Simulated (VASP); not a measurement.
# Ge in VASP: a series of runs, part 2 of 2

VASP 6.6.1. Earlier steps stand in the parts before.

**3. Single point, LDA**

INCAR

```
SYSTEM = Ge
ALGO     = Normal         ! electronic algorithm
EDIFF    = 1E-6           ! SCF threshold, eV
ENCUT    = 520            ! plane-wave cutoff, eV
ISIF     = 2              ! what is computed and relaxed
ISMEAR   = 1              ! smearing method
LASPH    = .TRUE.         ! aspherical terms in the spheres
LCHARG   = .FALSE.        ! write CHGCAR
LREAL    = .FALSE.        ! projectors in reciprocal space
LWAVE    = .FALSE.        ! write WAVECAR
NBANDS   = 21             ! bands
NELM     = 100            ! most SCF steps
PREC     = Accurate       ! precision mode
SIGMA    = 0.1            ! smearing width, eV
```

KPOINTS

```
k-points
0
G
  7 7 7
  0 0 0
```

POSCAR

```
Ge
1.0
   -2.5744897200      2.5744897200      1.3974126400
    2.5744897200     -2.5744897200      1.3974126400
    2.5744897200      2.5744897200     -1.3974126400
Ge
2
Direct
    0.2500000000      0.7500000000      0.5000000000
    0.4961157351      0.5000000000     -0.0038842649
```

Potentials or basis: VASP PAW LDA potentials, release 64 (Ge_d).

The run is started by

```sh
cat potpaw_LDA.64/Ge_d/POTCAR > POTCAR
mpirun -np 1 vasp_std > vasp.out
```

Wall time 98 s (1 thread of Intel Xeon 8259CL, shared host); peak memory 0.19 GiB.

It converged, with:

| Quantity | Value |
| --- | --- |
| Free energy | -10.0542 eV |
| Pressure | -2.9 GPa |
| Largest force | 0.048 eV/Å |
| Band gap on the k mesh | zero (bands 14 and 15 overlap by 4.17 eV) |

Forces in eV/Å, atoms in the order of the input:
```
Ge   0.000 -0.048  0.001
Ge   0.000  0.048 -0.001
```

Stress tensor (GPa, compression positive):
```
-3.47  0.00  0.00
 0.00 -3.40 -0.22
 0.00 -0.22 -1.83
```

Levels at points of the mesh, in eV from the Fermi level:
| k point | band 12 | band 13 | band 14 | band 15 | band 16 | band 17 |
| --- | --- | --- | --- | --- | --- | --- |
| (0.00, 0.00, 0.00) | -4.11 | -2.28 | -2.28 | 3.41 | 7.56 | 7.56 |

Caveat: the k points lie up to 0.37 Å⁻¹ apart, too coarse for converged energies and pressures of a metal.

**4. Single point, LDA**

INCAR

```
SYSTEM = Ge
ALGO     = Normal         ! electronic algorithm
EDIFF    = 1E-6           ! SCF threshold, eV
ENCUT    = 520            ! plane-wave cutoff, eV
ISIF     = 2              ! what is computed and relaxed
ISMEAR   = 1              ! smearing method
LASPH    = .True.         ! aspherical terms in the spheres
LCHARG   = .False.        ! write CHGCAR
LREAL    = .False.        ! projectors in reciprocal space
LWAVE    = .False.        ! write WAVECAR
NBANDS   = 21             ! bands
NELM     = 60             ! most SCF steps
PREC     = Accurate       ! precision mode
SIGMA    = 0.1            ! smearing width, eV
```

KPOINTS

```
k-points
0
Gamma
  7 7 7
  0 0 0
```

Edit POSCAR of step 3 so:

```diff
@@ -9,2 +9,2 @@
     0.2500000000      0.7500000000      0.5000000000
-    0.4961157351      0.5000000000     -0.0038842649
+    0.4980578676      0.5000000000     -0.0019421324
```

Potentials or basis: VASP PAW LDA potentials, release 64 (Ge_d).

The run is started by

```sh
cat potpaw_LDA.64/Ge_d/POTCAR > POTCAR
mpirun -np 1 vasp_std > vasp.out
```

OUTCAR:

```text
SYSTEM = Ge
   EDIFF = 1E-6
   ENCUT = 520
   ISIF = 2
   ISMEAR = 1
   LASPH = .True.
   LREAL = .False.
   NELM = 60
   PREC = Accurate

 ion  position               nearest neighbor table
   1  0.250  0.750  0.500-   2 2.66   2 2.67   2 2.67   2 2.68
   2  0.498  0.500  0.998-   1 2.66   1 2.67   1 2.67   1 2.68

  LATTYP: Found a body centered tetragonal cell.
 ALAT       =     5.1489794400
 C/A-ratio  =     0.5427920839

  Lattice vectors:

 A1 = (  -2.5744897200,   2.5744897200,   1.3974126400)
 A2 = (   2.5744897200,  -2.5744897200,   1.3974126400)
 A3 = (   2.5744897200,   2.5744897200,  -1.3974126400)

Analysis of symmetry for initial positions (statically):
=====================================================================
 Subroutine PRICEL returns:
 Original cell was already a primitive cell.

 Routine SETGRP: Setting up the symmetry group for a
 body centered tetragonal supercell.

 Subroutine GETGRP returns: Found  4 space group operations
 (whereof  2 operations were pure point group operations)
 out of a pool of 16 trial point group operations.

The static configuration has the point symmetry C_1h.
 The point group associated with its full space group is C_2h.
[... 159 lines left out ...]
  free energy    TOTEN  =       -10.05460380 eV

  energy without entropy =      -10.05359633  energy(sigma->0) =      -10.05426798

 E-fermi :   6.4773     XC(G=0): -11.6071

 val. band max:        6.4242238685   @ k =  -0.2857   0.2857   0.0000
 cond. band min:       6.5055508862   @ k =   0.1429   0.1429   0.0000
 fundamental gap:      0.0813270177
 Fermi energy:         6.4772571014

 k-point     1 :       0.0000    0.0000    0.0000
  band No.  band energies     occupation
      1     -18.3225      2.00000
      2     -18.2753      2.00000
      3     -18.2461      2.00000
      4     -18.2428      2.00000
      5     -18.1379      2.00000
      6     -18.1379      2.00000
[... 565 lines left out ...]
     20      16.8882      0.00000
     21      16.9604      0.00000

 [... further k-points ...]

------------------------ aborting loop because EDIFF is reached ----------------------------------------

  FORCE on cell =-STRESS in cart. coord.  units (eV):
  Direction    XX          YY          ZZ          XY          YZ          ZX
  --------------------------------------------------------------------------------------
  -------------------------------------------------------------------------------------
  Total       -0.7966092     -0.7928323     -0.4197675      0.0000000     -0.0266456      0.0000000
  in kB      -34.4499775    -34.2866415    -18.1531669      0.0000000     -1.1523095      0.0000000
  external PRESSURE =     -28.9632619 kB  Pullay stress =       0.0000000 kB

 VOLUME and BASIS-vectors are now :
 -----------------------------------------------------------------------------
  energy-cutoff  :      520.00
  volume of cell :       37.05
      direct lattice vectors                 reciprocal lattice vectors
    -2.574489720  2.574489720  1.397412640     0.000000000  0.194213244  0.357804120
     2.574489720 -2.574489720  1.397412640     0.194213244  0.000000000  0.357804120
     2.574489720  2.574489720 -1.397412640     0.194213244  0.194213244  0.000000000

 POSITION                                       TOTAL-FORCE (eV/Angst)
 -----------------------------------------------------------------------------------
      2.57449      0.00000      0.69871         0.000000     -0.024010      0.000364
      2.57449      2.56449      0.00000         0.000000      0.024010     -0.000364
 -----------------------------------------------------------------------------------
    total drift:                                0.000001      0.000043      0.000001

  FREE ENERGIE OF THE ION-ELECTRON SYSTEM (eV)
  ---------------------------------------------------
  free  energy   TOTEN  =       -10.0546038024 eV

  energy  without entropy=      -10.0535963342  energy(sigma->0) =      -10.05426798
```

Wall time 1.8 min (1 thread of Intel Xeon 8259CL, shared host); peak memory 0.19 GiB.

What came out:

```yaml
Free_energy: -10.0546 eV
Pressure: -2.9 GPa
Largest_force: 0.024 eV/Å
Band_gap_on_the_k_mesh: zero (bands 14 and 15 overlap by 4.17 eV)
```

Forces on the atoms (eV/Å):
```
Ge   0.000 -0.024  0.000
Ge   0.000  0.024  0.000
```

Caveat: the k points lie up to 0.37 Å⁻¹ apart, too coarse for converged energies and pressures of a metal.
